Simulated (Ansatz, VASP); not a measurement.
# One calculation of InSe, two programs

INCAR

```
SYSTEM = InSe
  PREC = Accurate
  ENCUT = 520
  EDIFF = 1E-6
  ISMEAR = 0
  SIGMA = 0.02
  LREAL = .FALSE.
  LASPH = .TRUE.
  NELM = 60
  ALGO = Normal
  ISIF = 2
  LWAVE = .FALSE.
  LCHARG = .FALSE.
  LDIPOL = .TRUE.
  IDIPOL = 3
  DIPOL = 0.5 0.5 0.500
  GGA = PE
  IVDW = 12
  NBANDS = 27
```

Contents of KPOINTS:

```
regular mesh
0
G
  9 9 1
  0 0 0
```

POSCAR

```
InSe
1.0
    4.2280000000      0.0000000000      0.0000000000
   -2.1140000000      3.6615554072      0.0000000000
    0.0000000000      0.0000000000     36.7199571806
Se In
2 2
Direct
    0.0000000000      0.0000000000      0.4266608704
    0.0000000000      0.0000000000      0.5733113682
    0.6666666667      0.3333333333      0.4619374194
    0.6666666667      0.3333333333      0.5380348774
```

Input for Ansatz:

```yaml
crystal:
  lattice:
    - [4.228, 0.0, 0.0]
    - [-2.114, 3.6615554072, 0.0]
    - [0.0, 0.0, 36.7199571806]
  atoms:
    - { symbol: Se, position: [0.0, 0.0, 0.4266608704] }
    - { symbol: In, position: [0.6666666667, 0.3333333333, 0.4619374194] }
    - { symbol: In, position: [0.6666666667, 0.3333333333, 0.5380348774] }
    - { symbol: Se, position: [0.0, 0.0, 0.5733113682] }
  periodic: [true, true, false]
basis:
  ecutwfc: 420
kpoints:
  mp_grid: { grid: [9, 9, 1] }
hamiltonian:
  xc: pbe
  pseudopotentials: { kind: paw, azcp: { folder: soft_1 } }
  dispersion: d3bj
scf:
  occupations: { method: gaussian, width: 0.02 }
output:
  forces: true
  stress: true
  eigenvalues: true
```

Alike in both runs: task single point; functional PBE; dispersion D3(BJ); k mesh 9 × 9 × 1; occupations gaussian, width 0.02 eV; no spin polarisation.

```csv
,VASP,Ansatz
version,VASP 6.6.1,Ansatz 0.2.0
potentials or method,"VASP PAW PBE potentials, release 64 (Se, In_d), cutoff 520 eV","scalar-relativistic, plane waves, PAW"
valence electrons in the cell,38,58
```

Ansatz gave:

| Quantity | Value |
| --- | --- |
| gap on the k mesh at the Fermi level (eV) | 1.11 |
| least direct gap on the mesh (eV) | 1.16 |
| rms of the force components (eV/Å) | 0.350 |

**Question.** What did VASP give for the same quantities?

**Answer.** gap on the k mesh at the Fermi level (eV): 1.10; least direct gap on the mesh (eV): 1.15; rms of the force components (eV/Å): 0.343.

VASP's potentials hold 38 valence electrons a cell and Ansatz's 58, so a difference there can come from the potentials and not from the codes. Ansatz's warnings: structure snapped to symmetry.
